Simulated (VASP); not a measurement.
# SnH3 (Pmmn) in VASP: single point with r2SCAN

Aim: the single point of SnH3 with r2SCAN.

Everything below comes from runs of VASP 6.6.1. Logs are shortened: lines on timing, memory, paths and dates and some standing lists are left out, and cuts for length are marked.

## (1) The cell of the first run

Symmetry: Pmmn, No. 59, orthorhombic system. Conventional cell: a = 3.873 Å, b = 4.835 Å, c = 4.200 Å, α = 90.00°, β = 90.00°, γ = 90.00°. Within 3.1 Å of H (site symmetry m) lie 8 H at 2.37 to 2.46 Å and 4 Sn at 2.39 to 2.44 Å. H (site symmetry mm2) has 8 H at 2.39 to 2.46 Å and 4 Sn at 2.41 to 2.42 Å within 3.2 Å. Sn (site symmetry mm2) has 12 H at 2.39 to 2.44 Å within 3.2 Å.

## (2) Single point, r2SCAN

Input file POSCAR:

```
SnH3
1.0
    4.8349390000      0.0000000000      0.0000000000
    0.0000000000      3.8726500000      0.0000000000
    0.0000000000      0.0000000000      4.2000290000
H Sn
6 2
Direct
    0.0000000000      0.2500000000      0.6631000000
    0.5000000000      0.2500000000      0.6631000000
    0.5000000000      0.7500000000      0.3369000000
    0.0000000000      0.7500000000      0.3369000000
    0.2500000000      0.7500000000      0.8277000000
    0.7500000000      0.2500000000      0.1723000000
    0.2500000000      0.2500000000      0.1687000000
    0.7500000000      0.7500000000      0.8313000000
```

Input file INCAR.step1:

```
SYSTEM = SnH3
PREC = Accurate
ENCUT = 550
ISMEAR = -1
SIGMA = 0.1
LREAL = .False.
LASPH = .True.
NELM = 120
NBANDS = 27
GGA = PE
ALGO = Normal
EDIFF = 1E-5
LWAVE = .True.
LCHARG = .False.
GGA_COMPAT = .False.
```

Input file INCAR.step2:

```
SYSTEM = SnH3
PREC = Accurate
ENCUT = 550
EDIFF = 1E-6
ISMEAR = -1
SIGMA = 0.1
LREAL = .False.
LASPH = .True.
NELM = 120
ALGO = Normal
ISIF = 2
LWAVE = .False.
LCHARG = .True.
METAGGA = R2SCAN
LMIXTAU = .True.
LELF = .True.
LVHAR = .True.
NBANDS = 27
ISTART = 1
GGA_COMPAT = .False.
```

Input file KPOINTS:

```
regular mesh
0
Gamma
  6 8 7
  0 0 0
```

Potentials or basis: VASP PAW PBE potentials, release 64 (H, Sn_d).

Started as:

```sh
cat potpaw_PBE.64/H/POTCAR potpaw_PBE.64/Sn_d/POTCAR > POTCAR
cp INCAR.step1 INCAR
mpirun -np 1 vasp_std > vasp.out
cp INCAR.step2 INCAR
mpirun -np 1 vasp_std > vasp.out
```

OUTCAR:

```text
SYSTEM = SnH3
   PREC = Accurate
   ENCUT = 550
   EDIFF = 1E-6
   ISMEAR = -1
   LREAL = .False.
   LASPH = .True.
   NELM = 120
   ISIF = 2
   METAGGA = R2SCAN
   ISTART = 1

 ion  position               nearest neighbor table
   1  0.000  0.250  0.663-
   2  0.500  0.250  0.663-
   3  0.500  0.750  0.337-
   4  0.000  0.750  0.337-
   5  0.250  0.750  0.828-
   6  0.750  0.250  0.172-
   7  0.250  0.250  0.169-   8 3.41   8 3.41   8 3.41   8 3.41
   8  0.750  0.750  0.831-   7 3.41   7 3.41   7 3.41   7 3.41

  LATTYP: Found a simple orthorhombic cell.
 ALAT       =     3.8726500000
 B/A-ratio  =     1.0845361703
 C/A-ratio  =     1.2484833383

  Lattice vectors:

 A1 = (   0.0000000000,   3.8726500000,   0.0000000000)
 A2 = (   0.0000000000,   0.0000000000,   4.2000290000)
 A3 = (   4.8349390000,   0.0000000000,   0.0000000000)

Analysis of symmetry for initial positions (statically):
=====================================================================
 Subroutine PRICEL returns:
 Original cell was already a primitive cell.

 Routine SETGRP: Setting up the symmetry group for a
 simple orthorhombic supercell.

 Subroutine GETGRP returns: Found  8 space group operations
 (whereof  2 operations were pure point group operations)
 out of a pool of  8 trial point group operations.

The static configuration has the point symmetry S_2 .
 The point group associated with its full space group is D_2h.

Analysis of symmetry for dynamics (positions and initial velocities):
=====================================================================
 Subroutine PRICEL returns:
 Original cell was already a primitive cell.

 Routine SETGRP: Setting up the symmetry group for a
 simple orthorhombic supercell.

 Subroutine GETGRP returns: Found  8 space group operations
 (whereof  2 operations were pure point group operations)
 out of a pool of  8 trial point group operations.

The dynamic configuration has the point symmetry S_2 .
 The point group associated with its full space group is D_2h.

 Subroutine INISYM returns: Found  8 space group operations
 (whereof  2 operations are pure point group operations),
 and found     1 'primitive' translations

----------------------------------------------------------------------------------------

                                     Primitive cell

  volume of cell :      78.6415

  direct lattice vectors                    reciprocal lattice vectors
     4.834939000  0.000000000  0.000000000     0.206827842  0.000000000  0.000000000
     0.000000000  3.872650000  0.000000000     0.000000000  0.258221115  0.000000000
     0.000000000  0.000000000  4.200029000     0.000000000  0.000000000  0.238093594

  length of vectors
     4.834939000  3.872650000  4.200029000     0.206827842  0.258221115  0.238093594

  position of ions in fractional coordinates (direct lattice)
     0.000000000  0.250000000  0.663100000
     0.500000000  0.250000000  0.663100000
     0.500000000  0.750000000  0.336900000
     0.000000000  0.750000000  0.336900000
     0.250000000  0.750000000  0.827700000
     0.750000000  0.250000000  0.172300000
     0.250000000  0.250000000  0.168700000
     0.750000000  0.750000000  0.831300000

  ion indices of the primitive-cell ions
   primitive index   ion index
                 1           1
                 2           2
                 3           3
                 4           4
                 5           5
                 6           6
                 7           7
                 8           8

----------------------------------------------------------------------------------------

 KPOINTS: regular mesh

Automatic generation of k-mesh.
 Grid dimensions read from file:
 generate k-points for:    6    8    7

 Generating k-lattice:

  Cartesian coordinates                     Fractional coordinates (reciprocal lattice)
     0.034471307  0.000000000  0.000000000     0.166666667  0.000000000  0.000000000
     0.000000000  0.032277639  0.000000000     0.000000000  0.125000000  0.000000000
     0.000000000  0.000000000  0.034013371     0.000000000  0.000000000  0.142857143

  Length of vectors
     0.034471307  0.032277639  0.034013371

  Shift w.r.t. Gamma in fractional coordinates (k-lattice)
     0.000000000  0.000000000  0.000000000

 Subroutine IBZKPT returns following result:
 ===========================================

 Found     80 irreducible k-points:

 Following reciprocal coordinates:
            Coordinates               Weight
  0.000000  0.000000  0.000000      1.000000
  0.166667  0.000000  0.000000      2.000000
  0.333333  0.000000  0.000000      2.000000
  0.500000  0.000000  0.000000      1.000000
  0.000000  0.125000  0.000000      2.000000
  0.166667  0.125000  0.000000      4.000000
[... 16 lines left out ...]
  0.333333  0.000000  0.142857      4.000000
  0.500000  0.000000  0.142857      2.000000
 [... further k-points ...]
   k-points           NKPTS =     80   k-points in BZ     NKDIM =     80   number of bands    NBANDS=     27
   number of dos      NEDOS =    301   number of ions     NIONS =      8
   total plane-waves  NPLWV =  38400
   dimension x,y,z NGX =    40 NGY =   30 NGZ =   32
   dimension x,y,z NGXF=    80 NGYF=   60 NGZF=   64
   ions per type =               6   2
   NGX,Y,Z   is equivalent  to a cutoff of  13.75, 12.88, 12.67 a.u.
   NGXF,Y,Z  is equivalent  to a cutoff of  27.51, 25.76, 25.33 a.u.
 SYSTEM =  SnH3
   PREC   = accura    normal or accurate (medium, high low for compatibility)
   ISTART =      1    job   : 0-new  1-cont  2-samecut
   ICHARG =      0    charge: 1-file 2-atom 10-const
   ISPIN  =      1    spin polarized calculation?
   LNONCOLLINEAR =      F non collinear calculations
   LSORBIT =      F    spin-orbit coupling
   LASPH  =      T    aspherical Exc in radial PAW
   ENCUT  =  550.0 eV  40.42 Ry    6.36 a.u.   9.25  7.41  8.03*2*pi/ulx,y,z
   NELM   =    120;   NELMIN=  2; NELMDL=  0     # of ELM steps
   EDIFF  = 0.1E-05   stopping-criterion for ELM
   LREAL  =      F    real-space projection
   EDIFFG = 0.1E-04   stopping-criterion for IOM
   NSW    =      0    number of steps for IOM
   IBRION =     -1    ionic relax: 0-MD 1-quasi-New 2-CG
   NFREE  =      0    steps in history (QN), initial steepest desc. (CG)
   ISIF   =      2    stress and relaxation
   ISYM   =      2    0-nonsym 1-usesym 2-fastsym
   POTIM  = 0.5000    time-step for ionic-motion
   TEBEG  =    0.0;   TEEND  =   0.0 temperature during run
   PSTRESS=    0.0 pullay stress
   NELECT =      34.0000    total number of electrons
   NUPDOWN=      -1.0000    fix difference up-down
   EMIN   =  10.00;   EMAX   =-10.00  energy-range for DOS
   EFERMI =   0.00;   METHOD = LEGACY
   ISMEAR =    -1;   SIGMA  =   0.10  broadening in eV -4-tet -1-fermi 0-gaus
   EFERMI_NEDOS =   21; number of points for ismear=-14 and -15
   IALGO  =     38    algorithm
   IMIX   =      4    mixing-type and parameters
     AMIX     =   0.40;   BMIX     =  1.00
     AMIX_MAG =   1.60;   BMIX_MAG =  1.00
  volume/ion in A,a.u.               =       9.83        66.34
  Fermi-wavevector in a.u.,A,eV,Ry     =   1.237895  2.339283 20.849365  1.532385
  Thomas-Fermi vector in A             =   2.372443
   LORBIT       =      0    0 simple, 1 ext, 2 COOP (PROOUT), +10 PAW based schemes
   METAGGA = R2SCAN    functional components
   LHFCALC =     F    Hartree Fock is set to
   AEXX    =    0.0000 exact exchange contribution
   IVDW    =     0    specifies the selected vdW correction
   LEPSILON=     F    determine dielectric tensor
   LRPA    =     F    only Hartree local field effects (RPA)
 non-spin polarized calculation
  energy-cutoff  :      550.00
  volume of cell :       78.64
 maximum number of plane-waves:      2328
 NGX is ok and might be reduce to    40
   NGX = 19   NGY = 15   NGZ = 17

 number of electron      33.9999989 magnetization

 Free energy of the ion-electron system (eV)
  ---------------------------------------------------
  ext. energy  EPLUGINS =         0.00000000
  ---------------------------------------------------
  free energy    TOTEN  =       -63.34701132 eV

  energy without entropy =      -63.28507013  energy(sigma->0) =      -63.31604073

 E-fermi :   4.9433     XC(G=0): -10.8342

 val. band max:        4.9304469850   @ k =   0.0000   0.2500   0.4286
 cond. band min:       4.9640803604   @ k =   0.0000   0.1250   0.2857
 fundamental gap:      0.0336333754
 Fermi energy:         4.9433137923

 k-point     1 :       0.0000    0.0000    0.0000
  band No.  band energies     occupation
      1     -17.1248      2.00000
      2     -17.1211      2.00000
      3     -17.0748      2.00000
      4     -17.0736      2.00000
      5     -17.0517      2.00000
      6     -17.0469      2.00000
[... 19 lines left out ...]
     26      14.4187      0.00000
     27      14.7630      0.00000

 k-point     2 :       0.1667    0.0000    0.0000
  band No.  band energies     occupation
      1     -17.1189      2.00000
      2     -17.1167      2.00000
      3     -17.0875      2.00000
      4     -17.0569      2.00000
      5     -17.0564      2.00000
      6     -17.0530      2.00000
[... 19 lines left out ...]
     26      14.9020      0.00000
     27      15.2867      0.00000

 k-point     3 :       0.3333    0.0000    0.0000
  band No.  band energies     occupation
      1     -17.1065      2.00000
      2     -17.1044      2.00000
      3     -17.0860      2.00000
      4     -17.0763      2.00000
      5     -17.0693      2.00000
      6     -17.0511      2.00000
[... 594 lines left out ...]
      1     -17.1053      2.00000
      2     -17.1048      2.00000
      3     -17.0846      2.00000
      4     -17.0759      2.00000
      5     -17.0708      2.00000
      6     -17.0515      2.00000
[... 19 lines left out ...]
     26      15.0331      0.00000
     27      16.4204      0.00000

 k-point    24 :       0.5000    0.0000    0.1429
  band No.  band energies     occupation
      1     -17.0925      2.00000
      2     -17.0925      2.00000
      3     -17.0890      2.00000
      4     -17.0890      2.00000
      5     -17.0690      2.00000
      6     -17.0690      2.00000
[... 19 lines left out ...]
     26      15.6557      0.00000
     27      16.2984      0.00000

 [... further k-points ...]

------------------------ aborting loop because EDIFF is reached ----------------------------------------

  FORCE on cell =-STRESS in cart. coord.  units (eV):
  Direction    XX          YY          ZZ          XY          YZ          ZX
  --------------------------------------------------------------------------------------
  -------------------------------------------------------------------------------------
  Total       -2.9327160     -3.0298933     -4.6658717      0.0000000      0.0000000      0.0000000
  in kB      -59.7487825    -61.7285927    -95.0586935      0.0000000      0.0000000      0.0000000
  external PRESSURE =     -72.1786896 kB  Pullay stress =       0.0000000 kB

 VOLUME and BASIS-vectors are now :
 -----------------------------------------------------------------------------
  energy-cutoff  :      550.00
  volume of cell :       78.64
      direct lattice vectors                 reciprocal lattice vectors
     4.834939000  0.000000000  0.000000000     0.206827842  0.000000000  0.000000000
     0.000000000  3.872650000  0.000000000     0.000000000  0.258221115  0.000000000
     0.000000000  0.000000000  4.200029000     0.000000000  0.000000000  0.238093594

 POSITION                                       TOTAL-FORCE (eV/Angst)
 -----------------------------------------------------------------------------------
      0.00000      0.96816      2.78504        -0.079532     -0.000000      0.208307
      2.41747      0.96816      2.78504         0.079532     -0.000000      0.208307
      2.41747      2.90449      1.41499        -0.079532     -0.000000     -0.208307
      0.00000      2.90449      1.41499         0.079532     -0.000000     -0.208307
      1.20873      2.90449      3.47636         0.000000     -0.000000      0.489469
      3.62620      0.96816      0.72366        -0.000000     -0.000000     -0.489469
      1.20873      0.96816      0.70854         0.000000      0.000000      0.528105
      3.62620      2.90449      3.49148         0.000000     -0.000000     -0.528105
 -----------------------------------------------------------------------------------
    total drift:                               -0.000000      0.000000     -0.000000

  FREE ENERGIE OF THE ION-ELECTRON SYSTEM (eV)
  ---------------------------------------------------
  free  energy   TOTEN  =       -63.3470113220 eV

  energy  without entropy=      -63.2850701293  energy(sigma->0) =      -63.31604073
```

Wall time 12 min (1 thread of Intel Xeon 8259CL, shared host); peak memory 0.3 GiB.

What came out:

* Free energy: -63.3470 eV
* Pressure: -7.2 GPa
* Largest force: 0.528 eV/Å
* Band gap on the k mesh: zero (bands 17 and 18 overlap by 5.12 eV)

Forces on the atoms (eV/Å):
```
H   -0.080  0.000  0.208
H    0.080  0.000  0.208
H   -0.080  0.000 -0.208
H    0.080  0.000 -0.208
H    0.000  0.000  0.489
H    0.000  0.000 -0.489
Sn   0.000  0.000  0.528
Sn   0.000  0.000 -0.528
```

Stress tensor (GPa, compression positive):
```
-5.97  0.00  0.00
 0.00 -6.17  0.00
 0.00  0.00 -9.51
```

Caveat: the cell stands under tension; the PAW data sets were made with another functional, which shifts forces and pressure a little; spin-orbit coupling is left out, which moves the levels of the heavy elements.
